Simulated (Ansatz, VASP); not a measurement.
# In2Ga3As3 in VASP and in Ansatz

```
CELL_PARAMETERS angstrom
4.09160 0.00000 0.00000
0.00000 4.09160 0.00000
0.00000 0.00000 12.85163
ATOMIC_POSITIONS crystal
In 0.50000 0.00000 0.35286
In 0.00000 0.50000 0.64714
Ga 0.50000 0.00000 0.88868
Ga 0.00000 0.00000 0.50000
Ga 0.00000 0.50000 0.11132
As 0.50000 0.50000 0.77825
As 0.50000 0.50000 0.22175
As 0.00000 0.00000 0.00000
```

Alike in both runs: functional PBE; k mesh 8 × 8 × 4; occupations gaussian, width 0.1 eV; no spin polarisation.

Ansatz relaxed the structure, and its values are those at the end. VASP's run is a single point on that final structure, the one shown.

|  | VASP | Ansatz |
| --- | --- | --- |
| version | VASP 6.6.1 | Ansatz 0.2.0 |
| potentials or method | VASP PAW PBE potentials, release 64 (In_d, Ga_d, As), cutoff 520 eV | scalar-relativistic, plane waves, PAW |
| valence electrons in the cell | 80 | 110 |

VASP gave:

| Quantity | Value |
| --- | --- |
| gap on the k mesh at the Fermi level (eV) | none |
| pressure (GPa) | 0.1 |

Q: Which values does Ansatz return?

A: gap on the k mesh at the Fermi level (eV): none; pressure (GPa): 0.0.

A gap of «none» marks a metal or a gap that the smearing closes. VASP's potentials hold 80 valence electrons a cell and Ansatz's 110, so a difference there can come from the potentials and not from the codes.
